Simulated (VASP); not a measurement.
# BeTe (F-43m) in VASP: settings compared

Aim: see how the results for BeTe move with the level of theory and the settings. Levels: PBE, r2SCAN. Tasks: single point.

Program: VASP 6.6.1. These are calculated values, not measurements. Logs are shortened: lines on timing, memory, paths and dates and some standing lists are left out, and cuts for length are marked.

### 1 The cell of the first run

It takes space group F-43m (No. 216, cubic). Conventional cell: a = 5.657 Å, b = 5.657 Å, c = 5.657 Å, α = 90.00°, β = 90.00°, γ = 90.00°. Within 3.2 Å of Be (site symmetry -43m) lie 4 Te at 2.45 Å. Te (site symmetry -43m) has 4 Be at 2.45 Å within 3.2 Å.

### 2 Single point, PBE

INCAR reads:

```
  PREC = Accurate
  ENCUT = 520
  EDIFF = 1E-6
  ISMEAR = 0
  SIGMA = 0.01
  LREAL = False
  LASPH = True
  NELM = 100
  ALGO = Normal
  ISIF = 2
  LWAVE = False
  LCHARG = False
  GGA = PE
  NBANDS = 11
```

KPOINTS reads:

```
Automatic mesh
0
Gamma
  4 4 4
```

POSCAR reads:

```
BeTe
1.0
    0.0000000000      2.8286236282      2.8286236282
    2.8286236282      0.0000000000      2.8286236282
    2.8286236282      2.8286236282      0.0000000000
Be Te
1 1
Direct
    0.0000000000      0.0000000000      0.0000000000
    0.2500000000      0.2500000000      0.2500000000
```

Potentials or basis: VASP PAW PBE potentials, release 64 (Be, Te).

Launch:

```console
> cat potpaw_PBE.64/Be/POTCAR potpaw_PBE.64/Te/POTCAR > POTCAR
> mpirun -np 1 vasp_std > vasp.out
```

OUTCAR:

```text
PREC = Accurate
   ENCUT = 520
   EDIFF = 1E-6
   ISMEAR = 0
   LREAL = False
   LASPH = True
   NELM = 100
   ISIF = 2
   GGA = PE

 ion  position               nearest neighbor table
   1  0.000  0.000  0.000-   2 2.45   2 2.45   2 2.45   2 2.45
   2  0.250  0.250  0.250-   1 2.45   1 2.45   1 2.45   1 2.45

  LATTYP: Found a face centered cubic cell.
 ALAT       =     5.6572472564

  Lattice vectors:

 A1 = (   0.0000000000,   2.8286236282,   2.8286236282)
 A2 = (   2.8286236282,   0.0000000000,   2.8286236282)
 A3 = (   2.8286236282,   2.8286236282,   0.0000000000)

Analysis of symmetry for initial positions (statically):
=====================================================================
 Subroutine PRICEL returns:
 Original cell was already a primitive cell.

 Routine SETGRP: Setting up the symmetry group for a
 face centered cubic supercell.

 Subroutine GETGRP returns: Found 24 space group operations
 (whereof 24 operations were pure point group operations)
 out of a pool of 48 trial point group operations.

The static configuration has the point symmetry T_d .

Analysis of symmetry for dynamics (positions and initial velocities):
=====================================================================
 Subroutine PRICEL returns:
 Original cell was already a primitive cell.

 Routine SETGRP: Setting up the symmetry group for a
 face centered cubic supercell.

 Subroutine GETGRP returns: Found 24 space group operations
 (whereof 24 operations were pure point group operations)
 out of a pool of 48 trial point group operations.

The dynamic configuration has the point symmetry T_d .

 Subroutine INISYM returns: Found 24 space group operations
 (whereof 24 operations are pure point group operations),
 and found     1 'primitive' translations

----------------------------------------------------------------------------------------

                                     Primitive cell

  volume of cell :      45.2643

  direct lattice vectors                    reciprocal lattice vectors
     0.000000000  2.828623628  2.828623628    -0.176764415  0.176764415  0.176764415
     2.828623628  0.000000000  2.828623628     0.176764415 -0.176764415  0.176764415
     2.828623628  2.828623628  0.000000000     0.176764415  0.176764415 -0.176764415

  length of vectors
     4.000277898  4.000277898  4.000277898     0.306164947  0.306164947  0.306164947

  position of ions in fractional coordinates (direct lattice)
     0.000000000  0.000000000  0.000000000
     0.250000000  0.250000000  0.250000000

  ion indices of the primitive-cell ions
   primitive index   ion index
                 1           1
                 2           2

----------------------------------------------------------------------------------------

 KPOINTS: Automatic mesh

Automatic generation of k-mesh.
 Grid dimensions read from file:
 generate k-points for:    4    4    4

 Generating k-lattice:

  Cartesian coordinates                     Fractional coordinates (reciprocal lattice)
    -0.044191104  0.044191104  0.044191104     0.250000000  0.000000000  0.000000000
     0.044191104 -0.044191104  0.044191104     0.000000000  0.250000000  0.000000000
     0.044191104  0.044191104 -0.044191104     0.000000000  0.000000000  0.250000000

  Length of vectors
     0.076541237  0.076541237  0.076541237

  Shift w.r.t. Gamma in fractional coordinates (k-lattice)
     0.000000000  0.000000000  0.000000000

 Subroutine IBZKPT returns following result:
 ===========================================

 Found      8 irreducible k-points:

 Following reciprocal coordinates:
            Coordinates               Weight
  0.000000  0.000000  0.000000      1.000000
  0.250000  0.000000  0.000000      8.000000
  0.500000  0.000000  0.000000      4.000000
  0.250000  0.250000  0.000000      6.000000
  0.500000  0.250000  0.000000     24.000000
 -0.250000  0.250000  0.000000     12.000000
  0.500000  0.500000  0.000000      3.000000
 -0.250000  0.500000  0.250000      6.000000
   k-points           NKPTS =      8   k-points in BZ     NKDIM =      8   number of bands    NBANDS=     11
   number of dos      NEDOS =    301   number of ions     NIONS =      2
   total plane-waves  NPLWV =  27000
   dimension x,y,z NGX =    30 NGY =   30 NGZ =   30
   dimension x,y,z NGXF=    60 NGYF=   60 NGZF=   60
   ions per type =               1   1
   NGX,Y,Z   is equivalent  to a cutoff of  12.47, 12.47, 12.47 a.u.
   NGXF,Y,Z  is equivalent  to a cutoff of  24.94, 24.94, 24.94 a.u.
 SYSTEM =  unknown system
   PREC   = accura    normal or accurate (medium, high low for compatibility)
   ISTART =      0    job   : 0-new  1-cont  2-samecut
   ICHARG =      2    charge: 1-file 2-atom 10-const
   ISPIN  =      1    spin polarized calculation?
   LNONCOLLINEAR =      F non collinear calculations
   LSORBIT =      F    spin-orbit coupling
   LASPH  =      T    aspherical Exc in radial PAW
[... 48 lines left out ...]

  energy without entropy =       -7.54720715  energy(sigma->0) =       -7.54720715

 E-fermi :   5.0867     XC(G=0):  -8.9893

 val. band max:        4.9691443889   @ k =   0.0000   0.0000   0.0000
 cond. band min:       6.9658288596   @ k =   0.5000   0.5000   0.0000
 fundamental gap:      1.9966844707
 Fermi energy:         5.0866544532

 k-point     1 :       0.0000    0.0000    0.0000
  band No.  band energies     occupation
      1      -7.2384      2.00000
      2       4.9691      2.00000
      3       4.9691      2.00000
      4       4.9691      2.00000
      5       8.5773      0.00000
      6       8.5773      0.00000
      7       8.5773      0.00000
      8       8.6914      0.00000
      9      13.2604      0.00000
     10      15.1753      0.00000
     11      15.1753      0.00000

 k-point     2 :       0.2500    0.0000    0.0000
  band No.  band energies     occupation
      1      -6.6939      2.00000
      2       1.6914      2.00000
      3       4.3078      2.00000
      4       4.3078      2.00000
      5       8.2455      0.00000
      6       9.4403      0.00000
      7       9.4403      0.00000
      8      11.9268      0.00000
      9      13.9878      0.00000
     10      13.9878      0.00000
     11      14.0016      0.00000

 k-point     3 :       0.5000    0.0000    0.0000
  band No.  band energies     occupation
      1      -5.9240      2.00000
      2      -0.4935      2.00000
      3       3.8563      2.00000
      4       3.8563      2.00000
      5       8.0023      0.00000
      6       9.5530      0.00000
      7       9.5530      0.00000
      8      12.7852      0.00000
      9      15.8436      0.00000
     10      16.4130      0.00000
     11      16.4130      0.00000

 k-point     4 :       0.2500    0.2500    0.0000
  band No.  band energies     occupation
      1      -6.5083      2.00000
      2       2.0956      2.00000
      3       3.3195      2.00000
      4       3.3195      2.00000
      5       7.5816      0.00000
      6       9.3491      0.00000
      7      11.3664      0.00000
      8      11.3664      0.00000
      9      13.5370      0.00000
     10      15.6974      0.00000
     11      16.1420      0.00000

 k-point     5 :       0.5000    0.2500    0.0000
  band No.  band energies     occupation
      1      -5.7167      2.00000
      2       0.1854      2.00000
      3       2.0265      2.00000
      4       2.9856      2.00000
      5       7.9372      0.00000
      6      10.4755      0.00000
      7      11.4342      0.00000
      8      11.7746      0.00000
      9      15.2741      0.00000
     10      16.6824      0.00000
     11      17.2527      0.00000

 k-point     6 :      -0.2500    0.2500    0.0000
  band No.  band energies     occupation
      1      -5.9929      2.00000
      2       0.6670      2.00000
      3       1.8519      2.00000
      4       3.7841      2.00000
      5       8.7076      0.00000
      6      10.4674      0.00000
      7      11.0931      0.00000
      8      11.5476      0.00000
      9      13.3643      0.00000
     10      14.7824      0.00000
     11      17.2676      0.00000

 k-point     7 :       0.5000    0.5000    0.0000
  band No.  band energies     occupation
      1      -5.4436      2.00000
      2      -0.0819      2.00000
      3       2.3692      2.00000
      4       2.3692      2.00000
      5       6.9658      0.00000
      6       7.6437      0.00000
      7      14.5812      0.00000
      8      14.5812      0.00000
      9      16.4280      0.00000
     10      17.8380      0.00000
     11      18.3256      0.00000

 k-point     8 :      -0.2500    0.5000    0.2500
  band No.  band energies     occupation
      1      -5.4114      2.00000
      2       0.4346      2.00000
      3       1.3412      2.00000
      4       1.8203      2.00000
      5      10.2431      0.00000
      6      10.4854      0.00000
      7      10.5164      0.00000
      8      11.0846      0.00000
      9      15.7800      0.00000
     10      16.5807      0.00000
     11      17.7245      0.00000

------------------------ aborting loop because EDIFF is reached ----------------------------------------

  FORCE on cell =-STRESS in cart. coord.  units (eV):
  Direction    XX          YY          ZZ          XY          YZ          ZX
  --------------------------------------------------------------------------------------
  -------------------------------------------------------------------------------------
  Total        0.2181408      0.2181408      0.2181408     -0.0000000     -0.0000000     -0.0000000
  in kB        7.7213285      7.7213285      7.7213285     -0.0000000     -0.0000000     -0.0000000
  external PRESSURE =       7.7213285 kB  Pullay stress =       0.0000000 kB

 VOLUME and BASIS-vectors are now :
 -----------------------------------------------------------------------------
  energy-cutoff  :      520.00
  volume of cell :       45.26
      direct lattice vectors                 reciprocal lattice vectors
     0.000000000  2.828623628  2.828623628    -0.176764415  0.176764415  0.176764415
     2.828623628  0.000000000  2.828623628     0.176764415 -0.176764415  0.176764415
     2.828623628  2.828623628  0.000000000     0.176764415  0.176764415 -0.176764415

 POSITION                                       TOTAL-FORCE (eV/Angst)
 -----------------------------------------------------------------------------------
      0.00000      0.00000      0.00000         0.000000      0.000000      0.000000
      1.41431      1.41431      1.41431        -0.000000     -0.000000     -0.000000
 -----------------------------------------------------------------------------------
    total drift:                                0.000000      0.000000      0.000000

  FREE ENERGIE OF THE ION-ELECTRON SYSTEM (eV)
  ---------------------------------------------------
  free  energy   TOTEN  =        -7.5472071459 eV

  energy  without entropy=       -7.5472071459  energy(sigma->0) =       -7.54720715
```

It took 3.3 s on 1 thread of Intel Xeon 6975P-C (Granite Rapids), shared host; peak memory 0.16 GiB.

Results:

```
Free energy            : -7.5472 eV
Pressure               : 0.8 GPa
Band gap on the k mesh : 2.00 eV (least direct gap 3.61 eV)
```

Caveat: the k points lie up to 0.48 Å⁻¹ apart; spin-orbit coupling is left out, which moves the levels of the heavy elements. A k mesh can miss the band edges.

### 3 Single point, PBE

This run uses another cell than the first one, of 22.71 Å³/atom.

INCAR reads:

```
PREC = Accurate ; ENCUT = 520
EDIFF = 1E-6 ; ISMEAR = -1
SIGMA = 0.02 ; LREAL = F
LASPH = T ; NELM = 60
ALGO = Normal ; ISIF = 2
LWAVE = F ; LCHARG = F
GGA = PE ; NBANDS = 11
```

KPOINTS reads:

```
regular mesh
0
Gamma
  8 8 8
```

POSCAR reads:

```
BeTe
1.0
    0.0000000000      2.8319820960      2.8319820960
    2.8319820960      0.0000000000      2.8319820960
    2.8319820960      2.8319820960      0.0000000000
Be Te
1 1
Direct
    0.0000000000      0.0000000000      0.0000000000
    0.2500000000      0.2500000000      0.2500000000
```

Potentials or basis: VASP PAW PBE potentials, release 64 (Be, Te).

Launch:

```console
> cat potpaw_PBE.64/Be/POTCAR potpaw_PBE.64/Te/POTCAR > POTCAR
> mpirun -np 1 vasp_std > vasp.out
```

It took 7.1 s on 1 thread of Intel Xeon 6975P-C (Granite Rapids), shared host; peak memory 0.17 GiB.

Results (log left out):

```yaml
Free_energy: -7.6245 eV
Pressure: 0.1 GPa
Band_gap_on_the_k_mesh: 2.01 eV (least direct gap 3.62 eV)
```

Levels at points of the mesh, in eV from the valence-band top:
| k point | band 1 | band 2 | band 3 | band 4 | band 5 | band 6 | band 7 | band 8 | band 9 |
| --- | --- | --- | --- | --- | --- | --- | --- | --- | --- |
| (0.00, 0.00, 0.00) | -12.19 | 0.00 | 0.00 | 0.00 | 3.62 | 3.62 | 3.62 | 3.70 | 8.29 |
| (0.50, 0.00, 0.00) | -10.88 | -5.43 | -1.10 | -1.10 | 3.03 | 4.60 | 4.60 | 7.82 | 10.86 |
| (0.50, 0.50, 0.00) | -10.41 | -5.03 | -2.58 | -2.58 | 2.01 | 2.69 | 9.60 | 9.60 | 11.45 |

Caveat: spin-orbit coupling is left out, which moves the levels of the heavy elements. A k mesh can miss the band edges.

### 4 Single point, PBE

INCAR reads:

```
PREC     = Accurate       # precision mode
ENCUT    = 520            # plane-wave cutoff, eV
EDIFF    = 1E-6           # SCF threshold, eV
ISMEAR   = -1             # smearing method
SIGMA    = 0.02           # smearing width, eV
LREAL    = F              # projectors in reciprocal space
LASPH    = T              # aspherical terms in the spheres
NELM     = 60             # most SCF steps
ALGO     = Normal         # electronic algorithm
ISIF     = 2              # what is computed and relaxed
LWAVE    = F              # write WAVECAR
LCHARG   = F              # write CHGCAR
GGA      = PE             # functional
NBANDS   = 11             # bands
```

KPOINTS reads:

```
Automatic mesh
0
Gamma
  8 8 8
```

POSCAR reads:

```
BeTe
1.0
    0.0000000000      2.8286236282      2.8286236282
    2.8286236282      0.0000000000      2.8286236282
    2.8286236282      2.8286236282      0.0000000000
Be Te
1 1
Direct
    0.0000000000      0.0000000000      0.0000000000
    0.2500000000      0.2500000000      0.2500000000
```

Launch:

```console
> cat potpaw_PBE.64/Be/POTCAR potpaw_PBE.64/Te/POTCAR > POTCAR
> mpirun -np 1 vasp_std > vasp.out
```

It took 6.9 s on 1 thread of Intel Xeon 6975P-C (Granite Rapids), shared host; peak memory 0.17 GiB.

The run converged. Its results:

```
Free energy            : -7.6242 eV
Pressure               : 0.3 GPa
Band gap on the k mesh : 2.01 eV (least direct gap 3.62 eV)
```

Levels at points of the mesh, in eV from the valence-band top:
| k point | band 1 | band 2 | band 3 | band 4 | band 5 | band 6 | band 7 | band 8 |
| --- | --- | --- | --- | --- | --- | --- | --- | --- |
| (0.00, 0.00, 0.00) | -12.21 | 0.00 | 0.00 | 0.00 | 3.62 | 3.62 | 3.62 | 3.72 |
| (0.50, 0.00, 0.00) | -10.90 | -5.46 | -1.11 | -1.11 | 3.04 | 4.60 | 4.60 | 7.82 |
| (0.50, 0.50, 0.00) | -10.42 | -5.04 | -2.59 | -2.59 | 2.01 | 2.68 | 9.62 | 9.62 |

Caveat: spin-orbit coupling is left out, which moves the levels of the heavy elements. A k mesh can miss the band edges.

### 5 Single point, r2SCAN

POSCAR is that of step 4.

INCAR.step1 reads:

```
SYSTEM = BeTe
ALGO = Normal ; EDIFF = 1E-4
ENCUT = 520 ; GGA = PE
ISMEAR = -1 ; LASPH = .True.
LCHARG = .False. ; LREAL = .False.
LWAVE = .True. ; NBANDS = 11
NELM = 100 ; PREC = Accurate
SIGMA = 0.02
```

INCAR.step2 reads:

```
SYSTEM = BeTe
ALGO = Normal ; EDIFF = 1E-6
ENCUT = 520 ; ISIF = 2
ISMEAR = -1 ; ISTART = 1
LASPH = .True. ; LCHARG = .True.
LELF = .True. ; LMIXTAU = .True.
LREAL = .False. ; LVHAR = .True.
LWAVE = .False. ; METAGGA = R2SCAN
NBANDS = 11 ; NELM = 100
PREC = Accurate ; SIGMA = 0.02
```

KPOINTS reads:

```
k-points
0
Gamma
  8 8 8
  0 0 0
```

Launch:

```console
> cat potpaw_PBE.64/Be/POTCAR potpaw_PBE.64/Te/POTCAR > POTCAR
> cp INCAR.step1 INCAR
> mpirun -np 1 vasp_std > vasp.out
> cp INCAR.step2 INCAR
> mpirun -np 1 vasp_std > vasp.out
```

It took 26 s on 1 thread of Intel Xeon 6975P-C (Granite Rapids), shared host; peak memory 0.17 GiB.

The run converged. Its results:

- Free energy: -30.6849 eV
- Pressure: 0.2 GPa
- Band gap on the k mesh: 2.37 eV (least direct gap 4.03 eV)

Levels at points of the mesh, in eV from the valence-band top:
```csv
k point,band 2,band 3,band 4,band 5,band 6,band 7
"(0.00, 0.00, 0.00)",0.00,0.00,0.00,4.03,4.03,4.03
"(0.50, 0.00, 0.00)",-5.68,-1.15,-1.15,3.52,5.02,5.02
"(0.50, 0.50, 0.00)",-5.27,-2.69,-2.69,2.37,3.01,10.48
```

Caveat: the PAW data sets were made with another functional, which shifts forces and pressure a little; spin-orbit coupling is left out, which moves the levels of the heavy elements. A k mesh can miss the band edges.

### 6 Single point, r2SCAN

POSCAR is that of step 5.

INCAR.step1 reads:

```
PREC = Accurate ; ENCUT = 520
ISMEAR = 0 ; SIGMA = 0.01
LREAL = False ; LASPH = True
NELM = 80 ; NBANDS = 11
GGA = PE ; ALGO = Normal
EDIFF = 1E-4 ; LWAVE = True
LCHARG = False
```

INCAR.step2 reads:

```
PREC = Accurate ; ENCUT = 520
EDIFF = 1E-6 ; ISMEAR = 0
SIGMA = 0.01 ; LREAL = False
LASPH = True ; NELM = 80
ALGO = Normal ; ISIF = 2
LWAVE = False ; LCHARG = False
METAGGA = R2SCAN ; LMIXTAU = True
NBANDS = 11 ; ISTART = 1
```

KPOINTS reads:

```
Automatic mesh
0
Gamma
  8 8 8
```

Potentials or basis: VASP PAW PBE potentials, release 64 (Be, Te).

Launch:

```console
> cat potpaw_PBE.64/Be/POTCAR potpaw_PBE.64/Te/POTCAR > POTCAR
> cp INCAR.step1 INCAR
> mpirun -np 1 vasp_std > vasp.out
> cp INCAR.step2 INCAR
> mpirun -np 1 vasp_std > vasp.out
```

Run time: 25 s. Hardware: 1 thread of Intel Xeon 6975P-C (Granite Rapids), shared host; peak memory 0.17 GiB.

The run converged. Its results:

| Property | Result |
| --- | --- |
| Free energy | -30.6849 eV |
| Pressure | 0.2 GPa |
| Band gap on the k mesh | 2.37 eV (least direct gap 4.03 eV) |

Levels at points of the mesh, in eV from the valence-band top:
| k point | band 1 | band 2 | band 3 | band 4 | band 5 | band 6 | band 7 | band 8 |
| --- | --- | --- | --- | --- | --- | --- | --- | --- |
| (0.00, 0.00, 0.00) | -12.70 | 0.00 | 0.00 | 0.00 | 4.03 | 4.03 | 4.03 | 4.41 |
| (0.50, 0.00, 0.00) | -11.29 | -5.68 | -1.15 | -1.15 | 3.52 | 5.02 | 5.02 | 8.47 |
| (0.50, 0.50, 0.00) | -10.77 | -5.27 | -2.69 | -2.69 | 2.37 | 3.01 | 10.48 | 10.48 |

Caveat: the PAW data sets were made with another functional, which shifts forces and pressure a little; spin-orbit coupling is left out, which moves the levels of the heavy elements.

### 7 The runs side by side

| level | cell | k mesh | smearing | gap on the mesh (eV) | pressure (GPa) |
| --- | --- | --- | --- | --- | --- |
| PBE | a = 4.000 Å, angles 60.0°, 2 atoms | 4 × 4 × 4 | gaussian 0.01 eV | 2.00 | 0.8 |
| PBE | a = 4.005 Å, angles 60.0°, 2 atoms | 8 × 8 × 8 | fermi-dirac 0.02 eV | 2.01 | 0.1 |
| PBE | a = 4.000 Å, angles 60.0°, 2 atoms | 8 × 8 × 8 | fermi-dirac 0.02 eV | 2.01 | 0.3 |
| r2SCAN | a = 4.000 Å, angles 60.0°, 2 atoms | 8 × 8 × 8 | fermi-dirac 0.02 eV | 2.37 | 0.2 |
| r2SCAN | a = 4.000 Å, angles 60.0°, 2 atoms | 8 × 8 × 8 | gaussian 0.01 eV | 2.37 | 0.2 |

Alike in all rows: task single point; potentials or basis VASP PAW PBE potentials, release 64 (Be, Te); no spin polarisation; cutoff (eV) 520.

Caveats: some runs use coarse meshes; spin-orbit coupling is left out, which moves the levels of the heavy elements; the PAW data sets were made with another functional, which shifts forces and pressure a little (at least some runs).

Total energies depend on the potentials used, so only differences within one code and one set of settings carry meaning.
